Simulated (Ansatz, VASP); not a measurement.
**One calculation of CuO, two programs**

Contents of INCAR:

```
SYSTEM = CuO
  ALGO = Normal
  EDIFF = 1E-6
  ENCUT = 520
  GGA = PE
  ISIF = 2
  ISMEAR = 0
  ISPIN = 2
  LASPH = .TRUE.
  LCHARG = .FALSE.
  LMAXMIX = 4
  LORBIT = 11
  LREAL = .FALSE.
  LWAVE = .FALSE.
  MAGMOM = 0.44 0.25
  NBANDS = 20
  NELM = 150
  PREC = Accurate
  SIGMA = 0.05
```

Contents of KPOINTS:

```
k-points
0
G
  7 7 7
  0 0 0
```

POSCAR

```
CuO
1.0
    0.0000000000      2.3272527300      2.3272527300
    2.3272527300      0.0000000000      2.3272527300
    2.3272527300      2.3272527300      0.0000000000
Cu O
1 1
Direct
    0.0000000000      0.0000000000      0.0000000000
    0.2500000000      0.2500000000      0.2500000000
```

Input for Ansatz:

```yaml
crystal:
  lattice:
    - [0.0, 2.32725273, 2.32725273]
    - [2.32725273, 0.0, 2.32725273]
    - [2.32725273, 2.32725273, 0.0]
  atoms:
    - { symbol: Cu, position: [0.0, 0.0, 0.0], spin: 1.0 }
    - { symbol: O, position: [0.25, 0.25, 0.25] }
basis:
  ecutwfc: 420
  ecutrho_ratio: 4
kpoints:
  mp_grid: { grid: [7, 7, 7] }
hamiltonian:
  xc: pbe
  hubbard:
    sites:
      - { site: 0, l: d, u_eff: 0.0, starting_ns: [{ spin: up, occupation_matrix: s0up }, { spin: down, occupation_matrix: s0down }] }
    occupation_matrices:
      s0up:
        matrix:
          - [0.97, 0.0, 0.0, 0.0, 0.0]
          - [0.0, 0.97, 0.0, 0.0, 0.0]
          - [0.0, 0.0, 0.97, 0.0, 0.0]
          - [0.0, 0.0, 0.0, 0.97, 0.0]
          - [0.0, 0.0, 0.0, 0.0, 0.97]
      s0down:
        matrix:
          - [0.97, 0.0, 0.0, 0.0, 0.0]
          - [0.0, 0.02, 0.0, 0.0, 0.0]
          - [0.0, 0.0, 0.97, 0.0, 0.0]
          - [0.0, 0.0, 0.0, 0.97, 0.0]
          - [0.0, 0.0, 0.0, 0.0, 0.97]
    ns_hold: { iters: 12 }
scf:
  occupations: { method: gaussian, width: 0.05 }
  lower_state_search: "off"
  max_iter: 150
output:
  forces: true
  stress: true
  eigenvalues: true
  populations: true
  hubbard: { sites: [{ site: 0, l: d }] }
  write_density: true
  write_potential: true
  elf: true
  volumetric_format: npy
magnetization:
  spin_polarized: true
```

Alike in both runs: task single point; functional PBE; k mesh 7 × 7 × 7; occupations gaussian, width 0.05 eV; collinear spin.

```csv
,VASP,Ansatz
version,VASP 6.6.1,Ansatz 0.2.0
potentials or method,"VASP PAW PBE potentials, release 64 (Cu, O), cutoff 520 eV","scalar-relativistic, plane waves, PAW"
valence electrons in the cell,17,25
```

VASP gave:

| Property | Result |
| --- | --- |
| gap on the k mesh at the Fermi level (eV) | none |
| pressure (GPa) | -8.7 |
| net moment per atom (μB) | 0.32 |
| size of the moment on the site where the two differ most (μB) | 0.22 |

Problem. Which values does Ansatz return?

Solution. gap on the k mesh at the Fermi level (eV): none; pressure (GPa): -9.1; net moment per atom (μB): 0.32; size of the moment on the site where the two differ most (μB): 0.23.

Site moments also hang on the region over which each program counts them. A gap of «none» marks a metal or a gap that the smearing closes. VASP's potentials hold 17 valence electrons a cell and Ansatz's 25, so a difference there can come from the potentials and not from the codes. Ansatz's warnings: specified occupation not kept, symmetry narrowed by occupation matrices.
